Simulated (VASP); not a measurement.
# Sr2SnB6 (Fm-3m) in VASP: further runs

Runs on Sr2SnB6. Level: PBE. Tasks: single point, relaxation of cell and atoms.

Everything below comes from runs of VASP 6.6.1. Logs are shortened: lines on timing, memory, paths and dates and some standing lists are left out, and cuts for length are marked.

## Step 1: The cell of the first run

The structure is cubic, space group Fm-3m (No. 225). The conventional cell has a = 7.984 Å, b = 7.984 Å, c = 7.984 Å, α = 90.00°, β = 90.00°, γ = 90.00°. Within 3.8 Å of Sr (site symmetry -43m) lie 12 B at 2.92 Å and 4 Sn at 3.46 Å. Within 3.6 Å of Sn (site symmetry m-3m) lie 6 B at 2.75 Å and 8 Sr at 3.46 Å. Within 2.3 Å of B (site symmetry 4mm) lie 4 B at 1.76 Å.

The cell was generated, and may not be a known phase.

## Step 2: Single point, PBE

Contents of INCAR:

```
SYSTEM = Sr2SnB6
  PREC = Accurate
  ENCUT = 520
  EDIFF = 1E-7
  ISMEAR = 0
  SIGMA = 0.1
  LREAL = .False.
  LASPH = .True.
  NELM = 100
  ALGO = Normal
  ISIF = 2
  LWAVE = .False.
  LCHARG = .False.
  GGA = PE
  NBANDS = 36
```

Contents of KPOINTS:

```
regular mesh
0
Gamma
  8 8 8
  0 0 0
```

Contents of POSCAR:

```
Sr2SnB6
1.0
    0.0000000000      3.9921366961      3.9921366961
    3.9921366961      0.0000000000      3.9921366961
    3.9921366961      3.9921366961      0.0000000000
Sr Sn B
2 1 6
Direct
    0.2500000000      0.2500000000      0.2500000000
    0.7500000000      0.7500000000      0.7500000000
    0.0000000000      0.0000000000      0.0000000000
    0.6559962229      0.3440037771      0.3440037771
    0.3440037771      0.6559962229      0.6559962229
    0.3440037771      0.6559962229      0.3440037771
    0.6559962229      0.3440037771      0.6559962229
    0.3440037771      0.3440037771      0.6559962229
    0.6559962229      0.6559962229      0.3440037771
```

Potentials or basis: VASP PAW PBE potentials, release 64 (Sr_sv, Sn_d, B).

Run with:

```sh
$ cat potpaw_PBE.64/Sr_sv/POTCAR potpaw_PBE.64/Sn_d/POTCAR potpaw_PBE.64/B/POTCAR > POTCAR
$ mpirun -np 1 vasp_std > vasp.out
```

OUTCAR:

```text
SYSTEM = Sr2SnB6
   PREC = Accurate
   ENCUT = 520
   EDIFF = 1E-7
   ISMEAR = 0
   LREAL = .False.
   LASPH = .True.
   NELM = 100
   ISIF = 2
   GGA = PE

 ion  position               nearest neighbor table
   1  0.250  0.250  0.250-   4 2.92   6 2.92   8 2.92   5 2.92   7 2.92   8 2.92   5 2.92   6 2.92
                             9 2.92   4 2.92   7 2.92   9 2.92   3 3.46   3 3.46   3 3.46   3 3.46
   2  0.750  0.750  0.750-   5 2.92   6 2.92   8 2.92   4 2.92   7 2.92   8 2.92   4 2.92   6 2.92
                             9 2.92   5 2.92   7 2.92   9 2.92   3 3.46   3 3.46   3 3.46   3 3.46
   3  0.000  0.000  0.000-   4 2.75   5 2.75   6 2.75   7 2.75   8 2.75   9 2.75   2 3.46   2 3.46
                             1 3.46   2 3.46   2 3.46   1 3.46   1 3.46   1 3.46
   4  0.656  0.344  0.344-   6 1.76   7 1.76   8 1.76   9 1.76   3 2.75   1 2.92   1 2.92   2 2.92
                             2 2.92
   5  0.344  0.656  0.656-   6 1.76   7 1.76   8 1.76   9 1.76   3 2.75   2 2.92   1 2.92   1 2.92
                             2 2.92
   6  0.344  0.656  0.344-   4 1.76   5 1.76   8 1.76   9 1.76   3 2.75   1 2.92   1 2.92   2 2.92
                             2 2.92
   7  0.656  0.344  0.656-   4 1.76   5 1.76   8 1.76   9 1.76   3 2.75   2 2.92   1 2.92   1 2.92
                             2 2.92
   8  0.344  0.344  0.656-   4 1.76   5 1.76   6 1.76   7 1.76   3 2.75   1 2.92   1 2.92   2 2.92
                             2 2.92
   9  0.656  0.656  0.344-   4 1.76   5 1.76   6 1.76   7 1.76   3 2.75   2 2.92   1 2.92   1 2.92
                             2 2.92

  LATTYP: Found a face centered cubic cell.
 ALAT       =     7.9842733922

  Lattice vectors:

 A1 = (   0.0000000000,   3.9921366961,   3.9921366961)
 A2 = (   3.9921366961,   0.0000000000,   3.9921366961)
 A3 = (   3.9921366961,   3.9921366961,   0.0000000000)

Analysis of symmetry for initial positions (statically):
=====================================================================
 Subroutine PRICEL returns:
 Original cell was already a primitive cell.

 Routine SETGRP: Setting up the symmetry group for a
 face centered cubic supercell.

 Subroutine GETGRP returns: Found 48 space group operations
 (whereof 48 operations were pure point group operations)
 out of a pool of 48 trial point group operations.

The static configuration has the point symmetry O_h .

Analysis of symmetry for dynamics (positions and initial velocities):
=====================================================================
 Subroutine PRICEL returns:
 Original cell was already a primitive cell.

 Routine SETGRP: Setting up the symmetry group for a
 face centered cubic supercell.

 Subroutine GETGRP returns: Found 48 space group operations
 (whereof 48 operations were pure point group operations)
 out of a pool of 48 trial point group operations.

The dynamic configuration has the point symmetry O_h .
[... 128 lines left out ...]
   ISMEAR =     0;   SIGMA  =   0.10  broadening in eV -4-tet -1-fermi 0-gaus
   EFERMI_NEDOS =   21; number of points for ismear=-14 and -15
   IALGO  =     38    algorithm
   IMIX   =      4    mixing-type and parameters
     AMIX     =   0.40;   BMIX     =  1.00
     AMIX_MAG =   1.60;   BMIX_MAG =  1.00
  volume/ion in A,a.u.               =      14.14        95.41
  Fermi-wavevector in a.u.,A,eV,Ry     =   1.214863  2.295758 20.080722  1.475891
  Thomas-Fermi vector in A             =   2.350269
   LORBIT       =      0    0 simple, 1 ext, 2 COOP (PROOUT), +10 PAW based schemes
   GGA     = PE    functional components
   LHFCALC =     F    Hartree Fock is set to
   AEXX    =    0.0000 exact exchange contribution
   IVDW    =     0    specifies the selected vdW correction
   LEPSILON=     F    determine dielectric tensor
   LRPA    =     F    only Hartree local field effects (RPA)
 non-spin polarized calculation
 Gauss-broadening in eV      SIGMA  =   0.10
  energy-cutoff  :      520.00
  volume of cell :      127.25
 maximum number of plane-waves:      3479
 NGX is ok and might be reduce to    42
   NGX = 21   NGY = 21   NGZ = 21

 number of electron      51.9999993 magnetization

 Free energy of the ion-electron system (eV)
  ---------------------------------------------------
  ext. energy  EPLUGINS =         0.00000000
  ---------------------------------------------------
  free energy    TOTEN  =       -47.42350754 eV

  energy without entropy =      -47.41582688  energy(sigma->0) =      -47.41966721

 E-fermi :   5.7322     XC(G=0): -10.5454

 val. band max:        5.7214937185   @ k =   0.5000   0.5000   0.0000
 cond. band min:       5.7804987811   @ k =  -0.1250   0.1250   0.0000
 fundamental gap:      0.0590050626
 Fermi energy:         5.7322156432

 k-point     1 :       0.0000    0.0000    0.0000
  band No.  band energies     occupation
      1     -29.2813      2.00000
      2     -29.2371      2.00000
      3     -15.8823      2.00000
      4     -15.8823      2.00000
      5     -15.8823      2.00000
      6     -15.8499      2.00000
[... 925 lines left out ...]
     35      10.5751      0.00000
     36      11.2760      0.00000

 [... further k-points ...]

------------------------ aborting loop because EDIFF is reached ----------------------------------------

  FORCE on cell =-STRESS in cart. coord.  units (eV):
  Direction    XX          YY          ZZ          XY          YZ          ZX
  --------------------------------------------------------------------------------------
  -------------------------------------------------------------------------------------
  Total        0.2017626      0.2017626      0.2017626      0.0000000     -0.0000000     -0.0000000
  in kB        2.5404169      2.5404169      2.5404169      0.0000000     -0.0000000     -0.0000000
  external PRESSURE =       2.5404169 kB  Pullay stress =       0.0000000 kB

 VOLUME and BASIS-vectors are now :
 -----------------------------------------------------------------------------
  energy-cutoff  :      520.00
  volume of cell :      127.25
      direct lattice vectors                 reciprocal lattice vectors
     0.000000000  3.992136696  3.992136696    -0.125246212  0.125246212  0.125246212
     3.992136696  0.000000000  3.992136696     0.125246212 -0.125246212  0.125246212
     3.992136696  3.992136696  0.000000000     0.125246212  0.125246212 -0.125246212

 POSITION                                       TOTAL-FORCE (eV/Angst)
 -----------------------------------------------------------------------------------
      1.99607      1.99607      1.99607        -0.000000      0.000000      0.000000
      5.98821      5.98821      5.98821         0.000000      0.000000      0.000000
      0.00000      0.00000      0.00000         0.000000      0.000000      0.000000
      2.74662      3.99214      3.99214        -0.008851      0.000000      0.000000
      5.23765      3.99214      3.99214         0.008851      0.000000      0.000000
      3.99214      2.74662      3.99214         0.000000     -0.008851      0.000000
      3.99214      5.23765      3.99214         0.000000      0.008851      0.000000
      3.99214      3.99214      2.74662         0.000000      0.000000     -0.008851
      3.99214      3.99214      5.23765         0.000000      0.000000      0.008851
 -----------------------------------------------------------------------------------
    total drift:                               -0.000000      0.000000      0.000000

  FREE ENERGIE OF THE ION-ELECTRON SYSTEM (eV)
  ---------------------------------------------------
  free  energy   TOTEN  =       -47.4235075385 eV

  energy  without entropy=      -47.4158268803  energy(sigma->0) =      -47.41966721
```

stdout:

```text
POSCAR found type information on POSCAR SrSnB
 POSCAR found :  3 types and       9 ions
 scaLAPACK will be used
 LDA part: xc-table for (Slater+PW92), standard interpolation
 POSCAR, INCAR and KPOINTS ok, starting setup
 FFT: planning ... GRIDC
 FFT: planning ... GRID_SOFT
 FFT: planning ... GRID
 WAVECAR not read
 entering main loop
```

It took 2.1 min on 1 thread of Intel Xeon Platinum 8488C (Sapphire Rapids), shared host; peak memory 0.33 GiB.

Results:

- Free energy: -47.4235 eV
- Pressure: 0.3 GPa
- Largest force: 0.009 eV/Å
- Band gap on the k mesh: zero (bands 26 and 27 overlap by 1.44 eV)

Forces in eV/Å, atoms in the order of the input:
```
Sr   0.000  0.000  0.000
Sr   0.000  0.000  0.000
Sn   0.000  0.000  0.000
B   -0.009  0.000  0.000
B    0.009  0.000  0.000
B    0.000 -0.009  0.000
B    0.000  0.009  0.000
B    0.000  0.000 -0.009
B    0.000  0.000  0.009
```

Levels at points of the mesh, in eV from the Fermi level:
```tsv
k point	band 22	band 23	band 24	band 25	band 26	band 27	band 28	band 29	band 30	band 31
(0.00, 0.00, 0.00)	-2.87	-2.87	-2.87	-2.82	-2.82	-1.46	3.92	3.92	3.92	4.61
(0.50, 0.00, 0.00)	-3.42	-3.34	-3.34	-0.08	-0.08	1.04	1.04	2.52	2.59	2.98
(0.50, 0.50, 0.00)	-3.25	-2.65	-2.65	-2.38	-1.60	-0.01	0.84	2.60	2.60	3.81
```

Caveat: spin-orbit coupling is left out, which moves the levels of the heavy elements.

## Step 3: Relaxation of cell and atoms, PBE

This run uses another cell than the first one, of 13.99 Å³/atom.

Contents of INCAR:

```
ALGO = Normal
EDIFF = 1E-7
EDIFFG = -0.01
ENCUT = 600
GGA = PE
IBRION = 2
ISIF = 3
ISMEAR = 0
LASPH = T
LCHARG = F
LREAL = F
LWAVE = F
NELM = 80
NSW = 100
PREC = Accurate
SIGMA = 0.1
```

Contents of KPOINTS:

```
k-points
0
Gamma
  8 8 8
```

Contents of POSCAR:

```
Sr2SnB6
1.0
    0.0000000000      3.9779043761      3.9779043761
    3.9779043761      0.0000000000      3.9779043761
    3.9779043761      3.9779043761      0.0000000000
Sr Sn B
2 1 6
Direct
    0.2500000000      0.2500000000      0.2500000000
    0.7500000000      0.7500000000      0.7500000000
    0.0000000000      0.0000000000      0.0000000000
    0.6566003016      0.3433996984      0.3433996984
    0.3433996984      0.6566003016      0.6566003016
    0.3433996984      0.6566003016      0.3433996984
    0.6566003016      0.3433996984      0.6566003016
    0.3433996984      0.3433996984      0.6566003016
    0.6566003016      0.6566003016      0.3433996984
```

Potentials or basis: VASP PAW PBE potentials, release 64 (Sr_sv, Sn_d, B).

Run with:

```sh
$ cat potpaw_PBE.64/Sr_sv/POTCAR potpaw_PBE.64/Sn_d/POTCAR potpaw_PBE.64/B/POTCAR > POTCAR
$ mpirun -np 1 vasp_std > vasp.out
```

OUTCAR:

```text
EDIFF = 1E-7
   EDIFFG = -0.01
   ENCUT = 600
   GGA = PE
   IBRION = 2
   ISIF = 3
   ISMEAR = 0
   LASPH = T
   LREAL = F
   NELM = 80
   NSW = 100
   PREC = Accurate

 ion  position               nearest neighbor table
   1  0.250  0.250  0.250-   4 2.91   6 2.91   8 2.91   5 2.91   7 2.91   8 2.91   5 2.91   6 2.91
                             9 2.91   4 2.91   7 2.91   9 2.91   3 3.44   3 3.44   3 3.44   3 3.44
   2  0.750  0.750  0.750-   5 2.91   6 2.91   8 2.91   4 2.91   7 2.91   8 2.91   4 2.91   6 2.91
                             9 2.91   5 2.91   7 2.91   9 2.91   3 3.44   3 3.44   3 3.44   3 3.44
   3  0.000  0.000  0.000-   4 2.73   5 2.73   6 2.73   7 2.73   8 2.73   9 2.73   2 3.44   2 3.44
                             1 3.44   2 3.44   2 3.44   1 3.44   1 3.44   1 3.44
   4  0.657  0.343  0.343-   6 1.76   7 1.76   8 1.76   9 1.76   3 2.73   1 2.91   1 2.91   2 2.91
                             2 2.91
   5  0.343  0.657  0.657-   6 1.76   7 1.76   8 1.76   9 1.76   3 2.73   2 2.91   1 2.91   1 2.91
                             2 2.91
[... 392 lines left out ...]
 val. band max:        5.7057971202   @ k =   0.5000   0.5000   0.0000
 cond. band min:       5.7445022447   @ k =  -0.1250   0.1250   0.0000
 fundamental gap:      0.0387051245
 Fermi energy:         5.7072771131

 k-point     1 :       0.0000    0.0000    0.0000
  band No.  band energies     occupation
      1     -29.3154      2.00000
      2     -29.2718      2.00000
      3     -15.9050      2.00000
      4     -15.9050      2.00000
      5     -15.9050      2.00000
      6     -15.8726      2.00000
[... 805 lines left out ...]
     30       8.4348      0.00000
     31       8.8246      0.00000

 [... further k-points ...]

------------------------ aborting loop because EDIFF is reached ----------------------------------------

  FORCE on cell =-STRESS in cart. coord.  units (eV):
  Direction    XX          YY          ZZ          XY          YZ          ZX
  --------------------------------------------------------------------------------------
  -------------------------------------------------------------------------------------
  Total        0.0113972      0.0113972      0.0113972      0.0000000      0.0000000      0.0000000
  in kB        0.1430588      0.1430588      0.1430588      0.0000000      0.0000000      0.0000000
  external PRESSURE =       0.1430588 kB  Pullay stress =       0.0000000 kB
[... 24 lines left out ...]
  FREE ENERGIE OF THE ION-ELECTRON SYSTEM (eV)
  ---------------------------------------------------
  free  energy   TOTEN  =       -47.4281512344 eV

  energy  without entropy=      -47.4202966318  energy(sigma->0) =      -47.42422393

 reached required accuracy - stopping structural energy minimisation
```

OSZICAR:

```text
N       E                     dE             d eps       ncg     rms          rms(c)
DAV:   1     0.482487395776E+03    0.48249E+03   -0.26440E+04  1798   0.201E+03
[... 54 lines left out ...]
DAV:   2    -0.474282332516E+02    0.31944E-03   -0.15367E-03  2162   0.278E-01    0.663E-02
DAV:   3    -0.474281470446E+02    0.86207E-04   -0.45540E-04  2268   0.136E-01    0.238E-02
DAV:   4    -0.474281469532E+02    0.91435E-07   -0.40144E-05  2421   0.334E-02    0.177E-02
DAV:   5    -0.474281490587E+02   -0.21055E-05   -0.11535E-05  3070   0.173E-02    0.138E-02
DAV:   6    -0.474281502144E+02   -0.11557E-05   -0.80280E-07  2178   0.664E-03    0.645E-03
DAV:   7    -0.474281512575E+02   -0.10431E-05   -0.25121E-07  1759   0.316E-03    0.832E-04
DAV:   8    -0.474281512344E+02    0.23118E-07   -0.63195E-08  1179   0.170E-03
   5 F= -.47428151E+02 E0= -.47424224E+02  d E =-.119700E-02
```

CONTCAR:

```text
Sr2SnB6
   1.00000000000000
     0.0000000000000000    3.9962667471605422    3.9962667471605422
     3.9962667471605422   -0.0000000000000000    3.9962667471605422
     3.9962667471605422    3.9962667471605422   -0.0000000000000000
  Sr              Sn              B
     2     1     6
Direct
     0.2500000000000000    0.2500000000000000    0.2500000000000000
     0.7500000000000000    0.7500000000000000    0.7500000000000000
     0.0000000000000000    0.0000000000000000    0.0000000000000000
     0.6558924264367419    0.3441075735632581    0.3441075735632581
     0.3441075735632581    0.6558924264367419    0.6558924264367419
     0.3441075735632581    0.6558924264367419    0.3441075735632581
     0.6558924264367419    0.3441075735632581    0.6558924264367419
     0.3441075735632581    0.3441075735632581    0.6558924264367419
     0.6558924264367419    0.6558924264367419    0.3441075735632581

  0.00000000E+00  0.00000000E+00  0.00000000E+00
  0.00000000E+00  0.00000000E+00  0.00000000E+00
  0.00000000E+00  0.00000000E+00  0.00000000E+00
  0.00000000E+00  0.00000000E+00  0.00000000E+00
  0.00000000E+00  0.00000000E+00  0.00000000E+00
  0.00000000E+00  0.00000000E+00  0.00000000E+00
  0.00000000E+00  0.00000000E+00  0.00000000E+00
  0.00000000E+00  0.00000000E+00  0.00000000E+00
  0.00000000E+00  0.00000000E+00  0.00000000E+00
```

Wall time 7.1 min (1 thread of Intel Xeon Platinum 8488C (Sapphire Rapids), shared host); peak memory 0.43 GiB.

What came out:

```
Free energy                           : -47.4282 eV
Relaxed volume                        : 14.18 Å³/atom
Relaxed cell                          : a = 5.652 Å, b = 5.652 Å, c = 5.652 Å, α = 60.00°, β = 60.00°, γ = 60.00°
Space group after relaxing (to 0.1 Å) : Fm-3m (No. 225)
Energy gained by relaxing             : 0.6 meV/atom
Ionic steps                           : 5
Pressure after relaxing               : 0.0 GPa
Band gap on the k mesh                : zero (bands 26 and 27 overlap by 1.45 eV)
```

The path:
| step | energy change (eV) | largest force (eV/Å) | pressure (GPa) | volume (Å³) |
| --- | --- | --- | --- | --- |
| 1 | 0.0000 | 0.0363 | 0.96 | 125.89 |
| 2 | -0.0046 | 0.1110 | -0.15 | 127.43 |
| 3 | -0.0046 | 0.1089 | -0.12 | 127.38 |
| 4 | -0.0055 | 0.0555 | 0.08 | 127.77 |
| 5 | -0.0058 | 0.0012 | 0.01 | 127.64 |

Final structure:
```
Sr Sn B
1.0
     0.00000    3.99627    3.99627
     3.99627    0.00000    3.99627
     3.99627    3.99627    0.00000
Sr Sn B
2 1 6
Direct
  0.25000 0.25000 0.25000
  0.75000 0.75000 0.75000
  0.00000 0.00000 0.00000
  0.65589 0.34411 0.34411
  0.34411 0.65589 0.65589
  0.34411 0.65589 0.34411
  0.65589 0.34411 0.65589
  0.34411 0.34411 0.65589
  0.65589 0.65589 0.34411
```

Caveat: spin-orbit coupling is left out, which moves the levels of the heavy elements.

The gap in the log of VASP goes by the Fermi energy; the results here count the filled bands.